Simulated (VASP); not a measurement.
# Hf (P6_3/mmc) in VASP: notebook

Aim: see how the results for Hf move with the level of theory and the settings. Levels: PBE+D4, PBE, RPBE. Tasks: single point, relaxation of cell and atoms.

Program: VASP 6.6.1. These are calculated values, not measurements. Logs are shortened: lines on timing, memory, paths and dates and some standing lists are left out, and cuts for length are marked.

## 1. The cell of the first run

It takes space group P6_3/mmc (No. 194, hexagonal). Conventional cell: a = 3.197 Å, b = 3.197 Å, c = 5.058 Å, α = 90.00°, β = 90.00°, γ = 120.00°. Hf (site symmetry -6m2) has 12 Hf at 3.13 to 3.20 Å within 4.1 Å.

## 2. Single point, PBE+D4

INCAR reads:

```
PREC = Accurate
ENCUT = 520
EDIFF = 1E-7
ISMEAR = 1
SIGMA = 0.1
LREAL = F
LASPH = T
NELM = 80
ALGO = Fast
ISIF = 2
LWAVE = F
LCHARG = T
GGA = PE
IVDW = 13
LELF = T
LVHAR = T
NBANDS = 17
```

KPOINTS reads:

```
regular mesh
0
Gamma
  10 10 5
```

POSCAR reads:

```
Hf
1.0
    3.1967000000      0.0000000000      0.0000000000
   -1.5983500000      2.7684234083      0.0000000000
    0.0000000000      0.0000000000      5.0578000000
Hf
2
Direct
    0.6666666667      0.3333333333      0.7500000000
    0.3333333333      0.6666666667      0.2500000000
```

Potentials or basis: VASP PAW PBE potentials, release 64 (Hf_pv).

Run with:

```console
cat potpaw_PBE.64/Hf_pv/POTCAR > POTCAR
mpirun -np 1 vasp_std > vasp.out
```

OUTCAR:

```text
PREC = Accurate
   ENCUT = 520
   EDIFF = 1E-7
   ISMEAR = 1
   LREAL = F
   LASPH = T
   NELM = 80
   ISIF = 2
   GGA = PE
   IVDW = 13

 ion  position               nearest neighbor table
   1  0.667  0.333  0.750-   2 3.13   2 3.13   2 3.13   2 3.13   2 3.13   2 3.13
   2  0.333  0.667  0.250-   1 3.13   1 3.13   1 3.13   1 3.13   1 3.13   1 3.13

  LATTYP: Found a hexagonal cell.
 ALAT       =     3.1967000000
 C/A-ratio  =     1.5821941377

  Lattice vectors:

 A1 = (   3.1967000000,   0.0000000000,   0.0000000000)
 A2 = (  -1.5983500000,   2.7684234083,   0.0000000000)
 A3 = (   0.0000000000,   0.0000000000,   5.0578000000)

Analysis of symmetry for initial positions (statically):
=====================================================================
 Subroutine PRICEL returns:
 Original cell was already a primitive cell.

 Routine SETGRP: Setting up the symmetry group for a
 hexagonal supercell.

 Subroutine GETGRP returns: Found 24 space group operations
 (whereof 12 operations were pure point group operations)
 out of a pool of 24 trial point group operations.

The static configuration has the point symmetry D_3d.
 The point group associated with its full space group is D_6h.

Analysis of symmetry for dynamics (positions and initial velocities):
=====================================================================
 Subroutine PRICEL returns:
 Original cell was already a primitive cell.

 Routine SETGRP: Setting up the symmetry group for a
 hexagonal supercell.

 Subroutine GETGRP returns: Found 24 space group operations
 (whereof 12 operations were pure point group operations)
 out of a pool of 24 trial point group operations.

The dynamic configuration has the point symmetry D_3d.
 The point group associated with its full space group is D_6h.

 Subroutine INISYM returns: Found 24 space group operations
 (whereof 12 operations are pure point group operations),
 and found     1 'primitive' translations

----------------------------------------------------------------------------------------

                                     Primitive cell

  volume of cell :      44.7606

  direct lattice vectors                    reciprocal lattice vectors
     3.196700000  0.000000000  0.000000000     0.312822598  0.180608211  0.000000000
    -1.598350000  2.768423408  0.000000000     0.000000000  0.361216423  0.000000000
     0.000000000  0.000000000  5.057800000     0.000000000  0.000000000  0.197714421

  length of vectors
     3.196700000  3.196700000  5.057800000     0.361216423  0.361216423  0.197714421

  position of ions in fractional coordinates (direct lattice)
     0.666666667  0.333333333  0.750000000
     0.333333333  0.666666667  0.250000000

  ion indices of the primitive-cell ions
   primitive index   ion index
                 1           1
                 2           2

----------------------------------------------------------------------------------------

 KPOINTS: regular mesh

Automatic generation of k-mesh.
 Grid dimensions read from file:
 generate k-points for:   10   10    5

 Generating k-lattice:

  Cartesian coordinates                     Fractional coordinates (reciprocal lattice)
     0.031282260  0.018060821  0.000000000     0.100000000 -0.000000000  0.000000000
     0.000000000  0.036121642  0.000000000     0.000000000  0.100000000  0.000000000
     0.000000000  0.000000000  0.039542884     0.000000000  0.000000000  0.200000000

  Length of vectors
     0.036121642  0.036121642  0.039542884

  Shift w.r.t. Gamma in fractional coordinates (k-lattice)
     0.000000000  0.000000000  0.000000000

 Subroutine IBZKPT returns following result:
 ===========================================

 Found     42 irreducible k-points:

 Following reciprocal coordinates:
            Coordinates               Weight
  0.000000  0.000000  0.000000      1.000000
  0.100000  0.000000  0.000000      6.000000
  0.200000  0.000000  0.000000      6.000000
  0.300000  0.000000  0.000000      6.000000
  0.400000  0.000000  0.000000      6.000000
  0.500000  0.000000  0.000000      3.000000
[... 16 lines left out ...]
  0.300000  0.100000  0.200000     24.000000
  0.400000  0.100000  0.200000     24.000000
 [... further k-points ...]
   k-points           NKPTS =     42   k-points in BZ     NKDIM =     42   number of bands    NBANDS=     17
   number of dos      NEDOS =    301   number of ions     NIONS =      2
   total plane-waves  NPLWV =  23040
   dimension x,y,z NGX =    24 NGY =   24 NGZ =   40
   dimension x,y,z NGXF=    48 NGYF=   48 NGZF=   80
   ions per type =               2
   NGX,Y,Z   is equivalent  to a cutoff of  12.48, 12.48, 13.15 a.u.
   NGXF,Y,Z  is equivalent  to a cutoff of  24.96, 24.96, 26.30 a.u.
 SYSTEM =  unknown system
   PREC   = accura    normal or accurate (medium, high low for compatibility)
   ISTART =      0    job   : 0-new  1-cont  2-samecut
   ICHARG =      2    charge: 1-file 2-atom 10-const
   ISPIN  =      1    spin polarized calculation?
   LNONCOLLINEAR =      F non collinear calculations
   LSORBIT =      F    spin-orbit coupling
   LASPH  =      T    aspherical Exc in radial PAW
   ENCUT  =  520.0 eV  38.22 Ry    6.18 a.u.   5.94  5.94  9.40*2*pi/ulx,y,z
   NELM   =     80;   NELMIN=  2; NELMDL= -5     # of ELM steps
   EDIFF  = 0.1E-06   stopping-criterion for ELM
   LREAL  =      F    real-space projection
   EDIFFG = 0.1E-05   stopping-criterion for IOM
   NSW    =      0    number of steps for IOM
   IBRION =     -1    ionic relax: 0-MD 1-quasi-New 2-CG
   NFREE  =      0    steps in history (QN), initial steepest desc. (CG)
   ISIF   =      2    stress and relaxation
   ISYM   =      2    0-nonsym 1-usesym 2-fastsym
   POTIM  = 0.5000    time-step for ionic-motion
   TEBEG  =    0.0;   TEEND  =   0.0 temperature during run
   PSTRESS=    0.0 pullay stress
   NELECT =      20.0000    total number of electrons
   NUPDOWN=      -1.0000    fix difference up-down
   EMIN   =  10.00;   EMAX   =-10.00  energy-range for DOS
   EFERMI =   0.00;   METHOD = LEGACY
   ISMEAR =     1;   SIGMA  =   0.10  broadening in eV -4-tet -1-fermi 0-gaus
   EFERMI_NEDOS =   21; number of points for ismear=-14 and -15
   IALGO  =     68    algorithm
   IMIX   =      4    mixing-type and parameters
     AMIX     =   0.40;   BMIX     =  1.00
     AMIX_MAG =   1.60;   BMIX_MAG =  1.00
  volume/ion in A,a.u.               =      22.38       151.03
  Fermi-wavevector in a.u.,A,eV,Ry     =   1.251563  2.365112 21.312311  1.566411
  Thomas-Fermi vector in A             =   2.385505
   LORBIT       =      0    0 simple, 1 ext, 2 COOP (PROOUT), +10 PAW based schemes
   GGA     = PE    functional components
   LHFCALC =     F    Hartree Fock is set to
   AEXX    =    0.0000 exact exchange contribution
   IVDW    =    13    specifies the selected vdW correction
   LEPSILON=     F    determine dielectric tensor
   LRPA    =     F    only Hartree local field effects (RPA)
 non-spin polarized calculation
 RMM-DIIS sequential band-by-band and
 Methfessel and Paxton  Order N= 1 SIGMA  =   0.10
  energy-cutoff  :      520.00
  volume of cell :       44.76
 maximum number of plane-waves:      1220
 NGX is ok and might be reduce to    24
   NGX = 11   NGY = 11   NGZ = 19

 number of electron      20.0000004 magnetization

 Free energy of the ion-electron system (eV)
  ---------------------------------------------------
  ext. energy  EPLUGINS =         0.00000000
  ---------------------------------------------------
  free energy    TOTEN  =       -19.85002156 eV

  energy without entropy =      -19.85064147  energy(sigma->0) =      -19.85022819

 E-fermi :   4.9030     XC(G=0): -11.2809

 val. band max:        4.8949619394   @ k =   0.1000   0.1000   0.4000
 cond. band min:       4.9117490774   @ k =   0.1000   0.1000   0.2000
 fundamental gap:      0.0167871380
 Fermi energy:         4.9029939662

 k-point     1 :       0.0000    0.0000    0.0000
  band No.  band energies     occupation
      1     -26.1590      2.00000
      2     -25.4125      2.00000
      3     -25.4125      2.00000
      4     -25.2932      2.00000
      5     -25.2849      2.00000
      6     -25.2849      2.00000
[... 9 lines left out ...]
     16       7.5540      0.00000
     17      10.2489      0.00000

 k-point     2 :       0.1000    0.0000    0.0000
  band No.  band energies     occupation
      1     -26.1333      2.00000
      2     -25.4669      2.00000
      3     -25.4307      2.00000
      4     -25.3421      2.00000
      5     -25.3051      2.00000
      6     -25.2922      2.00000
[... 9 lines left out ...]
     16       7.2797      0.00000
     17      10.4735      0.00000

 k-point     3 :       0.2000    0.0000    0.0000
  band No.  band energies     occupation
      1     -26.0612      2.00000
      2     -25.6093      2.00000
      3     -25.4867      2.00000
      4     -25.4763      2.00000
      5     -25.3410      2.00000
      6     -25.3132      2.00000
[... 9 lines left out ...]
     16       7.9648      0.00000
     17      10.8687      0.00000

 k-point     4 :       0.3000    0.0000    0.0000
  band No.  band energies     occupation
      1     -25.9576      2.00000
      2     -25.7853      2.00000
      3     -25.6557      2.00000
      4     -25.5300      2.00000
      5     -25.3996      2.00000
      6     -25.3412      2.00000
[... 9 lines left out ...]
     16       9.1311      0.00000
     17      11.1750      0.00000
[... 343 lines left out ...]
      1     -25.9775      2.00000
      2     -25.6851      2.00000
      3     -25.6319      2.00000
      4     -25.5041      2.00000
      5     -25.3815      2.00000
      6     -25.3625      2.00000
[... 9 lines left out ...]
     16       8.9288      0.00000
     17      10.7299      0.00000

 k-point    23 :       0.3000    0.1000    0.2000
  band No.  band energies     occupation
      1     -25.9661      2.00000
      2     -25.8190      2.00000
      3     -25.7028      2.00000
      4     -25.5607      2.00000
      5     -25.4368      2.00000
      6     -25.3939      2.00000
[... 9 lines left out ...]
     16       9.8298      0.00000
     17      11.0371      0.00000

 k-point    24 :       0.4000    0.1000    0.2000
  band No.  band energies     occupation
      1     -26.0110      2.00000
      2     -25.8839      2.00000
      3     -25.7022      2.00000
      4     -25.5816      2.00000
      5     -25.4888      2.00000
      6     -25.4160      2.00000
[... 9 lines left out ...]
     16      10.8540      0.00000
     17      11.6735      0.00000

 [... further k-points ...]

------------------------ aborting loop because EDIFF is reached ----------------------------------------

  DFT-D4 for vdW energy calculation

  Edisp (eV):   -0.41834

  FORCE on cell =-STRESS in cart. coord.  units (eV):
  Direction    XX          YY          ZZ          XY          YZ          ZX
  --------------------------------------------------------------------------------------
  -------------------------------------------------------------------------------------
  Total      -0.34509    -0.34509    -0.50059     0.00000     0.00000     0.00000
  in kB     -12.35228   -12.35228   -17.91838     0.00000     0.00000     0.00000
  external pressure =      -14.21 kB  Pullay stress =        0.00 kB

 VOLUME and BASIS-vectors are now :
 -----------------------------------------------------------------------------
  energy-cutoff  :      520.00
  volume of cell :       44.76
      direct lattice vectors                 reciprocal lattice vectors
     3.196700000  0.000000000  0.000000000     0.312822598  0.180608211  0.000000000
    -1.598350000  2.768423408  0.000000000     0.000000000  0.361216423  0.000000000
     0.000000000  0.000000000  5.057800000     0.000000000  0.000000000  0.197714421

 POSITION                                       TOTAL-FORCE (eV/Angst)
 -----------------------------------------------------------------------------------
      1.59835      0.92281      3.79335         0.000000      0.000000      0.000000
     -0.00000      1.84562      1.26445        -0.000000      0.000000      0.000000
 -----------------------------------------------------------------------------------
    total drift:                               -0.000000      0.000000     -0.000000

  FREE ENERGIE OF THE ION-ELECTRON SYSTEM (eV)
  ---------------------------------------------------
  free  energy   TOTEN  =       -20.2683592845 eV

  energy  without entropy=      -20.2689791961  energy(sigma->0) =      -20.26856592
```

Run time: 31 s. Hardware: 1 thread of Intel Xeon Platinum 8375C at 2.90GHz (Ice Lake), shared host; peak memory 0.17 GiB.

What came out:

* Free energy: -20.2684 eV
* Pressure: -1.4 GPa
* Band gap on the k mesh: zero (band 10 reaches 6.10 eV, above the bottom of band 11 at 4.59 eV)
* Dispersion energy per atom: -0.209 eV

Levels at points of the mesh, in eV from the Fermi level:
```csv
k point,band 6,band 7,band 8,band 9,band 10,band 11,band 12,band 13,band 14,band 15
"(0.00, 0.00, 0.00)",-30.19,-7.37,-3.69,0.65,1.20,1.20,1.47,2.02,2.02,2.65
"(0.50, 0.00, 0.00)",-30.28,-3.34,-2.73,-2.21,-0.79,0.81,0.88,1.70,5.90,6.41
```

Caveat: spin-orbit coupling is left out, which moves the levels of the heavy elements; pairwise dispersion overbinds metals, which lowers pressure and volume.

## 3. Single point, PBE

INCAR reads:

```
SYSTEM = Hf
  PREC = Accurate
  ENCUT = 520
  EDIFF = 1E-6
  ISMEAR = 0
  SIGMA = 0.014
  LREAL = .FALSE.
  LASPH = .TRUE.
  NELM = 80
  ALGO = Normal
  ISIF = 2
  LWAVE = .FALSE.
  LCHARG = .FALSE.
  GGA = PE
  NBANDS = 17
```

KPOINTS reads:

```
Automatic mesh
0
G
  10 10 5
  0 0 0
```

POSCAR is that of step 2.

Potentials or basis: VASP PAW PBE potentials, release 64 (Hf_pv).

Run with:

```console
cat potpaw_PBE.64/Hf_pv/POTCAR > POTCAR
mpirun -np 1 vasp_std > vasp.out
```

Wall time 20 s (1 thread of Intel Xeon Platinum 8375C at 2.90GHz (Ice Lake), shared host); peak memory 0.17 GiB.

The run converged. Its results:

* Free energy: -19.8495 eV
* Pressure: 0.2 GPa
* Band gap on the k mesh: zero (band 10 reaches 6.10 eV, above the bottom of band 11 at 4.60 eV)

Stress tensor (GPa, compression positive):
```
0.30 0.00 0.00
0.00 0.30 0.00
0.00 0.00 0.01
```

Levels at points of the mesh, in eV from the Fermi level:
| k point | band 7 | band 8 | band 9 | band 10 | band 11 | band 12 | band 13 | band 14 |
| --- | --- | --- | --- | --- | --- | --- | --- | --- |
| (0.00, 0.00, 0.00) | -7.36 | -3.69 | 0.66 | 1.20 | 1.20 | 1.48 | 2.02 | 2.02 |
| (0.50, 0.00, 0.00) | -3.33 | -2.73 | -2.21 | -0.78 | 0.81 | 0.89 | 1.70 | 5.91 |

Caveat: spin-orbit coupling is left out, which moves the levels of the heavy elements.

## 4. Single point, RPBE

This run uses another cell than the first one, of 23.12 Å³/atom, 1.033 times its volume.

INCAR reads:

```
ALGO = Normal ; EDIFF = 1E-7
ENCUT = 520 ; GGA = RP
ISIF = 2 ; ISMEAR = -1
LASPH = T ; LCHARG = T
LELF = T ; LREAL = F
LVHAR = T ; LWAVE = F
NBANDS = 17 ; NELM = 60
PREC = Accurate ; SIGMA = 0.05
```

KPOINTS reads:

```
k-points
0
Gamma
  10 10 5
```

POSCAR reads:

```
Hf
1.0
    3.2355722958      0.0000000000      0.0000000000
   -1.6177861479      2.8020878039      0.0000000000
    0.0000000000      0.0000000000      5.1012003600
Hf
2
Direct
    0.6666666667      0.3333333333      0.7500000000
    0.3333333333      0.6666666667      0.2500000000
```

Run with:

```console
cat potpaw_PBE.64/Hf_pv/POTCAR > POTCAR
mpirun -np 1 vasp_std > vasp.out
```

It took 21 s on 1 thread of Intel Xeon Platinum 8375C at 2.90GHz (Ice Lake), shared host; peak memory 0.17 GiB.

Results (log left out):

```
Free energy            : -19.0167 eV
Pressure               : -0.5 GPa
Band gap on the k mesh : zero (band 10 reaches 5.98 eV, above the bottom of band 11 at 4.47 eV)
```

Stress tensor (GPa, compression positive):
```
-0.47  0.00  0.00
 0.00 -0.47  0.00
 0.00  0.00 -0.58
```

Levels at points of the mesh, in eV from the Fermi level:
```
           k point  band 6  band 7  band 8  band 9  band 10  band 11  band 12  band 13  band 14  band 15
(0.00, 0.00, 0.00)  -30.37   -7.27   -3.59    0.52     1.19     1.19     1.49     1.98     1.98     2.57
(0.50, 0.00, 0.00)  -30.44   -3.30   -2.62   -2.12    -0.89     0.80     0.85     1.65     5.67     6.16
```

Caveat: the PAW data sets were made with another functional, which shifts forces and pressure a little; spin-orbit coupling is left out, which moves the levels of the heavy elements.

## 5. Relaxation of cell and atoms, RPBE

INCAR reads:

```
  ALGO = Normal
  EDIFF = 1E-6
  EDIFFG = -0.01
  ENCUT = 600
  GGA = RP
  IBRION = 2
  ISIF = 3
  ISMEAR = -1
  LASPH = True
  LCHARG = False
  LREAL = False
  LWAVE = False
  NELM = 80
  NSW = 80
  PREC = Accurate
  SIGMA = 0.05
```

KPOINTS is that of step 4.

POSCAR reads:

```
Hf
1.0
    3.1967000000      0.0000000000      0.0000000000
   -1.5983500000      2.7684234083      0.0000000000
    0.0000000000      0.0000000000      5.0578000000
Hf
2
Direct
    0.6666666667      0.3333333333      0.7500000000
    0.3333333333      0.6666666667      0.2500000000
```

Run with:

```console
cat potpaw_PBE.64/Hf_pv/POTCAR > POTCAR
mpirun -np 1 vasp_std > vasp.out
```

Wall time 82 s (1 thread of Intel Xeon Platinum 8375C at 2.90GHz (Ice Lake), shared host); peak memory 0.2 GiB.

It converged, with:

- Free energy: -19.0177 eV
- Relaxed volume: 23.00 Å³/atom
- Relaxed cell: a = 3.230 Å, b = 3.230 Å, c = 5.092 Å, α = 90.00°, β = 90.00°, γ = 120.00°
- Space group after relaxing (to 0.05 Å): P6_3/mmc (No. 194)
- Energy gained by relaxing: 5.8 meV/atom
- Ionic steps: 5
- Pressure after relaxing: 0.0 GPa
- Band gap on the k mesh: zero (band 10 reaches 6.02 eV, above the bottom of band 11 at 4.50 eV)

Stress tensor (GPa, compression positive):
```
 0.07  0.00  0.00
 0.00  0.07  0.00
 0.00  0.00 -0.01
```

The path:
| step | energy change (eV) | largest force (eV/Å) | pressure (GPa) | volume (Å³) |
| --- | --- | --- | --- | --- |
| 1 | 0.0000 | 0.0000 | 2.98 | 44.76 |
| 2 | 0.0030 | 0.0000 | -3.07 | 47.51 |
| 3 | -0.0116 | 0.0000 | -0.02 | 46.03 |
| 4 | -0.0116 | 0.0000 | 0.02 | 46.01 |
| 5 | -0.0117 | 0.0000 | 0.04 | 46.01 |

Final structure:
```cif
data_structure
_symmetry_space_group_name_H-M 'P 1'
_symmetry_Int_Tables_number 1
_cell_length_a 3.2301
_cell_length_b 3.2301
_cell_length_c 5.0918
_cell_angle_alpha 90.000
_cell_angle_beta 90.000
_cell_angle_gamma 120.000
_cell_volume 46.01
loop_
_atom_site_label
_atom_site_type_symbol
_atom_site_fract_x
_atom_site_fract_y
_atom_site_fract_z
_atom_site_occupancy
Hf1 Hf 0.66667 0.33333 0.75000 1
Hf2 Hf 0.33333 0.66667 0.25000 1
```

Levels at points of the mesh, in eV from the Fermi level:
| k point | band 7 | band 8 | band 9 | band 10 | band 11 | band 12 | band 13 | band 14 |
| --- | --- | --- | --- | --- | --- | --- | --- | --- |
| (0.00, 0.00, 0.00) | -7.29 | -3.61 | 0.54 | 1.19 | 1.19 | 1.49 | 1.99 | 1.99 |
| (0.50, 0.00, 0.00) | -3.31 | -2.64 | -2.13 | -0.88 | 0.80 | 0.86 | 1.67 | 5.71 |

Caveat: the PAW data sets were made with another functional, which shifts forces and pressure a little; spin-orbit coupling is left out, which moves the levels of the heavy elements. Zero-point motion and thermal expansion aren't in these numbers.

## 6. Summary

| task | level | cell | cutoff (eV) | smearing | gap on the mesh (eV) | pressure (GPa) |
| --- | --- | --- | --- | --- | --- | --- |
| single point | PBE+D4 | a = 3.197, b = 3.197, c = 5.058 Å, angles 90.0, 90.0, 120.0°, 2 atoms | 520 | methfessel-paxton 0.1 eV | none | -1.4 |
| single point | PBE | a = 3.197, b = 3.197, c = 5.058 Å, angles 90.0, 90.0, 120.0°, 2 atoms | 520 | gaussian 0.014 eV | none | 0.2 |
| single point | RPBE | a = 3.236, b = 3.236, c = 5.101 Å, angles 90.0, 90.0, 120.0°, 2 atoms | 520 | fermi-dirac 0.05 eV | none | -0.5 |
| relaxation of cell and atoms | RPBE | relaxed from a = 3.197, b = 3.197, c = 5.058 Å, angles 90.0, 90.0, 120.0°, 2 atoms | 600 | fermi-dirac 0.05 eV | none | 0.0 |

Alike in all rows: potentials or basis VASP PAW PBE potentials, release 64 (Hf_pv); no spin polarisation; k mesh 10 × 10 × 5.

Caveats: spin-orbit coupling is left out, which moves the levels of the heavy elements; the PAW data sets were made with another functional, which shifts forces and pressure a little (some runs); pairwise dispersion overbinds metals, which lowers pressure and volume (some runs).

Total energies depend on the potentials used, so only differences within one code and one set of settings carry meaning.
